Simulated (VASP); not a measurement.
MgO:

```xyz
2
Lattice="2.6546 0.0000 0.0000 0.0000 2.6546 0.0000 0.0000 0.0000 2.6546" Properties=species:S:1:pos:R:3 pbc="T T T"
Mg    0.0000    0.0000    0.0000
O     1.3273    1.3273    1.3273
```

```yaml
Program: VASP 6.6.1
Task: relaxation of cell and atoms
Functional: r2SCAN
Potentials_or_basis: VASP PAW PBE potentials, release 64 (Mg, O)
Cutoff: 600 eV
k_mesh: 6 × 6 × 6
Occupations: gaussian, width 0.1 eV
Spin: no spin polarisation
```

At the start: pressure -6.5 GPa; volume 9.35 Å³/atom.

Problem. How do energy, volume and symmetry change on relaxing?

Solution. Over 3 steps the energy falls by 8.6 meV/atom and the volume is 8.95 Å³/atom (-4.4 %); space group Pm-3m (No. 221, to 0.1 Å) before and after.

The path:
```
step  energy change (eV)  largest force (eV/Å)  pressure (GPa)  volume (Å³)
   1              0.0000                0.0000           -6.51        18.71
   2             -0.0162                0.0000            1.81        17.70
   3             -0.0173                0.0000            0.09        17.89
```

Final structure:
```xyz
2
Lattice="2.6154 0.0000 0.0000 0.0000 2.6154 0.0000 0.0000 0.0000 2.6154" Properties=species:S:1:pos:R:3 pbc="T T T"
Mg    0.0000    0.0000    0.0000
O     1.3077    1.3077    1.3077
```

Caveat: the PAW data sets were made with another functional, which shifts forces and pressure a little.
